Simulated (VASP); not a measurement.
# Ca (Im-3m) in VASP: further runs

The runs below take Ca through single point, with revPBE.

Program: VASP 6.6.1. These are calculated values, not measurements. Logs are shortened: lines on timing, memory, paths and dates and some standing lists are left out, and cuts for length are marked.

## 1. The cell of the first run

The structure is cubic, space group Im-3m (No. 229). Conventional cell: a = 4.325 Å, b = 4.325 Å, c = 4.325 Å, α = 90.00°, β = 90.00°, γ = 90.00°. Within 4.9 Å of Ca (site symmetry m-3m) lie 14 Ca at 3.75 to 4.32 Å.

## 2. Single point, revPBE (volume scaled by 0.92)

File INCAR:

```
PREC = Accurate
ENCUT = 520
EDIFF = 1E-6
ISMEAR = -1
SIGMA = 0.1
LREAL = F
LASPH = T
NELM = 80
ALGO = Normal
ISIF = 2
LWAVE = F
LCHARG = F
GGA = RE
NBANDS = 11
```

File KPOINTS:

```
Automatic mesh
0
Gamma
  11 11 11
```

File POSCAR:

```
Ca
1.0
   -2.1623546950      2.1623546950      2.1623546950
    2.1623546950     -2.1623546950      2.1623546950
    2.1623546950      2.1623546950     -2.1623546950
Ca
1
Direct
    0.0000000000      0.0000000000      0.0000000000
```

Potentials or basis: VASP PAW PBE potentials, release 64 (Ca_sv).

The run is started by

```
> cat potpaw_PBE.64/Ca_sv/POTCAR > POTCAR
> mpirun -np 1 vasp_std > vasp.out
```

OUTCAR:

```text
PREC = Accurate
   ENCUT = 520
   EDIFF = 1E-6
   ISMEAR = -1
   LREAL = F
   LASPH = T
   NELM = 80
   ISIF = 2
   GGA = RE

 ion  position               nearest neighbor table
   1  0.000  0.000  0.000-

  LATTYP: Found a body centered cubic cell.
 ALAT       =     4.3247093900

  Lattice vectors:

 A1 = (  -2.1623546950,   2.1623546950,   2.1623546950)
 A2 = (   2.1623546950,  -2.1623546950,   2.1623546950)
 A3 = (   2.1623546950,   2.1623546950,  -2.1623546950)

Analysis of symmetry for initial positions (statically):
=====================================================================
 Subroutine PRICEL returns:
 Original cell was already a primitive cell.

 Routine SETGRP: Setting up the symmetry group for a
 body centered cubic supercell.

 Subroutine GETGRP returns: Found 48 space group operations
 (whereof 48 operations were pure point group operations)
 out of a pool of 48 trial point group operations.

The static configuration has the point symmetry O_h .

Analysis of symmetry for dynamics (positions and initial velocities):
=====================================================================
 Subroutine PRICEL returns:
 Original cell was already a primitive cell.

 Routine SETGRP: Setting up the symmetry group for a
 body centered cubic supercell.

 Subroutine GETGRP returns: Found 48 space group operations
 (whereof 48 operations were pure point group operations)
 out of a pool of 48 trial point group operations.

The dynamic configuration has the point symmetry O_h .

 Subroutine INISYM returns: Found 48 space group operations
 (whereof 48 operations are pure point group operations),
 and found     1 'primitive' translations

----------------------------------------------------------------------------------------

                                     Primitive cell

  volume of cell :      40.4428

  direct lattice vectors                    reciprocal lattice vectors
    -2.162354695  2.162354695  2.162354695     0.000000000  0.231229410  0.231229410
     2.162354695 -2.162354695  2.162354695     0.231229410  0.000000000  0.231229410
     2.162354695  2.162354695 -2.162354695     0.231229410  0.231229410  0.000000000

  length of vectors
     3.745308196  3.745308196  3.745308196     0.327007767  0.327007767  0.327007767

  position of ions in fractional coordinates (direct lattice)
     0.000000000  0.000000000  0.000000000

  ion indices of the primitive-cell ions
   primitive index   ion index
                 1           1

----------------------------------------------------------------------------------------

 KPOINTS: Automatic mesh

Automatic generation of k-mesh.
 Grid dimensions read from file:
 generate k-points for:   11   11   11

 Generating k-lattice:

  Cartesian coordinates                     Fractional coordinates (reciprocal lattice)
     0.000000000  0.021020855  0.021020855     0.090909091  0.000000000  0.000000000
     0.021020855  0.000000000  0.021020855     0.000000000  0.090909091  0.000000000
     0.021020855  0.021020855  0.000000000     0.000000000  0.000000000  0.090909091

  Length of vectors
     0.029727979  0.029727979  0.029727979

  Shift w.r.t. Gamma in fractional coordinates (k-lattice)
     0.000000000  0.000000000  0.000000000

 Subroutine IBZKPT returns following result:
 ===========================================

 Found     56 irreducible k-points:

 Following reciprocal coordinates:
            Coordinates               Weight
  0.000000  0.000000  0.000000      1.000000
  0.090909  0.000000  0.000000     12.000000
  0.181818  0.000000  0.000000     12.000000
  0.272727  0.000000  0.000000     12.000000
  0.363636  0.000000  0.000000     12.000000
  0.454545  0.000000  0.000000     12.000000
[... 16 lines left out ...]
  0.272727  0.181818  0.090909     48.000000
  0.363636  0.181818  0.090909     24.000000
 [... further k-points ...]
   k-points           NKPTS =     56   k-points in BZ     NKDIM =     56   number of bands    NBANDS=     11
   number of dos      NEDOS =    301   number of ions     NIONS =      1
   total plane-waves  NPLWV =  21952
   dimension x,y,z NGX =    28 NGY =   28 NGZ =   28
   dimension x,y,z NGXF=    56 NGYF=   56 NGZF=   56
   ions per type =               1
   NGX,Y,Z   is equivalent  to a cutoff of  12.43, 12.43, 12.43 a.u.
   NGXF,Y,Z  is equivalent  to a cutoff of  24.86, 24.86, 24.86 a.u.
 SYSTEM =  unknown system
   PREC   = accura    normal or accurate (medium, high low for compatibility)
   ISTART =      0    job   : 0-new  1-cont  2-samecut
   ICHARG =      2    charge: 1-file 2-atom 10-const
   ISPIN  =      1    spin polarized calculation?
   LNONCOLLINEAR =      F non collinear calculations
   LSORBIT =      F    spin-orbit coupling
   LASPH  =      T    aspherical Exc in radial PAW
   ENCUT  =  520.0 eV  38.22 Ry    6.18 a.u.   6.96  6.96  6.96*2*pi/ulx,y,z
   NELM   =     80;   NELMIN=  2; NELMDL= -5     # of ELM steps
   EDIFF  = 0.1E-05   stopping-criterion for ELM
   LREAL  =      F    real-space projection
[... 7 lines left out ...]
   TEBEG  =    0.0;   TEEND  =   0.0 temperature during run
   PSTRESS=    0.0 pullay stress
   NELECT =      10.0000    total number of electrons
   NUPDOWN=      -1.0000    fix difference up-down
   EMIN   =  10.00;   EMAX   =-10.00  energy-range for DOS
   EFERMI =   0.00;   METHOD = LEGACY
   ISMEAR =    -1;   SIGMA  =   0.10  broadening in eV -4-tet -1-fermi 0-gaus
   EFERMI_NEDOS =   21; number of points for ismear=-14 and -15
   IALGO  =     38    algorithm
   IMIX   =      4    mixing-type and parameters
     AMIX     =   0.40;   BMIX     =  1.00
     AMIX_MAG =   1.60;   BMIX_MAG =  1.00
  volume/ion in A,a.u.               =      40.44       272.92
  Fermi-wavevector in a.u.,A,eV,Ry     =   1.027530  1.941750 14.365278  1.055818
  Thomas-Fermi vector in A             =   2.161480
   LORBIT       =      0    0 simple, 1 ext, 2 COOP (PROOUT), +10 PAW based schemes
   GGA     = RE    functional components
   LHFCALC =     F    Hartree Fock is set to
   AEXX    =    0.0000 exact exchange contribution
   IVDW    =     0    specifies the selected vdW correction
   LEPSILON=     F    determine dielectric tensor
   LRPA    =     F    only Hartree local field effects (RPA)
 non-spin polarized calculation
  energy-cutoff  :      520.00
  volume of cell :       40.44
 maximum number of plane-waves:      1107
   NGX = 13   NGY = 13   NGZ = 13

 number of electron      10.0000002 magnetization

 Free energy of the ion-electron system (eV)
  ---------------------------------------------------
  ext. energy  EPLUGINS =         0.00000000
  ---------------------------------------------------
  free energy    TOTEN  =        -1.75673365 eV

  energy without entropy =       -1.70860045  energy(sigma->0) =       -1.73266705

 E-fermi :   2.2460     XC(G=0):  -7.7672

 val. band max:        2.2455297847   @ k =  -0.4545   0.4545   0.4545
 cond. band min:       2.2564945016   @ k =  -0.4545  -0.4545   0.0909
 fundamental gap:      0.0109647169
 Fermi energy:         2.2459600350

 k-point     1 :       0.0000    0.0000    0.0000
  band No.  band energies     occupation
      1     -39.7750      2.00000
      2     -20.6417      2.00000
      3     -20.6417      2.00000
      4     -20.6417      2.00000
      5      -1.8736      2.00000
      6       4.6704      0.00000
      7       4.6704      0.00000
      8       4.6704      0.00000
      9       5.7603      0.00000
     10       5.7603      0.00000
     11      12.6485      0.00000

 k-point     2 :       0.0909    0.0000    0.0000
  band No.  band energies     occupation
      1     -39.7735      2.00000
      2     -20.6549      2.00000
      3     -20.6460      2.00000
      4     -20.6417      2.00000
      5      -1.7191      2.00000
      6       4.5720      0.00000
      7       4.6041      0.00000
      8       4.7885      0.00000
      9       5.6484      0.00000
     10       5.7629      0.00000
     11      12.4800      0.00000

 k-point     3 :       0.1818    0.0000    0.0000
  band No.  band energies     occupation
      1     -39.7697      2.00000
      2     -20.6898      2.00000
      3     -20.6576      2.00000
      4     -20.6417      2.00000
      5      -1.2692      2.00000
      6       4.2896      0.00000
      7       4.3273      0.00000
      8       5.1318      0.00000
      9       5.5380      0.00000
     10       5.7848      0.00000
     11      11.5443      0.00000

 k-point     4 :       0.2727    0.0000    0.0000
  band No.  band energies     occupation
      1     -39.7648      2.00000
      2     -20.7349      2.00000
      3     -20.6726      2.00000
      4     -20.6417      2.00000
      5      -0.5669      2.00000
      6       3.7222      0.00000
      7       4.0404      0.00000
      8       5.5967      0.00000
      9       5.6611      0.00000
     10       5.8496      0.00000
     11      10.0573      0.00000

 k-point     5 :       0.3636    0.0000    0.0000
  band No.  band energies     occupation
      1     -39.7602      2.00000
      2     -20.7759      2.00000
      3     -20.6864      2.00000
      4     -20.6417      2.00000
      5       0.3043      2.00000
      6       3.0744      0.00050
      7       3.8028      0.00000
      8       5.6800      0.00000
      9       5.9541      0.00000
     10       6.2838      0.00000
     11       8.7551      0.00000
[... 211 lines left out ...]
 k-point    21 :      -0.0909    0.0909    0.0909
  band No.  band energies     occupation
      1     -39.7722      2.00000
      2     -20.6587      2.00000
      3     -20.6504      2.00000
      4     -20.6504      2.00000
      5      -1.5666      2.00000
      6       4.5829      0.00000
      7       4.5829      0.00000
      8       4.8038      0.00000
      9       5.3712      0.00000
     10       5.8889      0.00000
     11      12.2821      0.00000

 k-point    22 :       0.1818    0.1818    0.0909
  band No.  band energies     occupation
      1     -39.7599      2.00000
      2     -20.7660      2.00000
      3     -20.6817      2.00000
      4     -20.6620      2.00000
      5       0.4651      2.00000
      6       3.2409      0.00010
      7       3.4349      0.00001
      8       5.8054      0.00000
      9       5.9783      0.00000
     10       6.5451      0.00000
     11       8.8365      0.00000

 k-point    23 :       0.2727    0.1818    0.0909
  band No.  band energies     occupation
      1     -39.7573      2.00000
      2     -20.7735      2.00000
      3     -20.7031      2.00000
      4     -20.6656      2.00000
      5       1.3301      1.99979
      6       2.7996      0.00785
      7       3.2314      0.00010
      8       5.8745      0.00000
      9       6.0443      0.00000
     10       7.1013      0.00000
     11       7.6651      0.00000

 k-point    24 :       0.3636    0.1818    0.0909
  band No.  band energies     occupation
      1     -39.7563      2.00000
      2     -20.7736      2.00000
      3     -20.7141      2.00000
      4     -20.6666      2.00000
      5       2.0002      1.84227
      6       2.3338      0.58711
      7       3.1629      0.00021
      8       5.8780      0.00000
      9       6.0753      0.00000
     10       7.2013      0.00000
     11       7.3956      0.00000

 [... further k-points ...]
[... 5 lines left out ...]
  --------------------------------------------------------------------------------------
  -------------------------------------------------------------------------------------
  Total        0.3924922      0.3924922      0.3924922      0.0000000      0.0000000     -0.0000000
  in kB       15.5489424     15.5489424     15.5489424      0.0000000      0.0000000     -0.0000000
  external PRESSURE =      15.5489424 kB  Pullay stress =       0.0000000 kB

 VOLUME and BASIS-vectors are now :
 -----------------------------------------------------------------------------
  energy-cutoff  :      520.00
  volume of cell :       40.44
      direct lattice vectors                 reciprocal lattice vectors
    -2.162354695  2.162354695  2.162354695     0.000000000  0.231229410  0.231229410
     2.162354695 -2.162354695  2.162354695     0.231229410  0.000000000  0.231229410
     2.162354695  2.162354695 -2.162354695     0.231229410  0.231229410  0.000000000

 POSITION                                       TOTAL-FORCE (eV/Angst)
 -----------------------------------------------------------------------------------
      0.00000      0.00000      0.00000        -0.000000     -0.000000      0.000000
 -----------------------------------------------------------------------------------
    total drift:                               -0.000000     -0.000000     -0.000000

  FREE ENERGIE OF THE ION-ELECTRON SYSTEM (eV)
  ---------------------------------------------------
  free  energy   TOTEN  =        -1.7567336546 eV

  energy  without entropy=       -1.7086004529  energy(sigma->0) =       -1.73266705
```

It took 36 s on 1 thread of Intel Xeon 8259CL, shared host; peak memory 0.17 GiB.

Results:

```
Free energy            : -1.7567 eV
Pressure               : 1.6 GPa
Band gap on the k mesh : zero (band 5 reaches 2.55 eV, above the bottom of band 6 at 2.26 eV)
```

Caveat: the PAW data sets were made with another functional, which shifts forces and pressure a little.

[end of part 1 of 2]
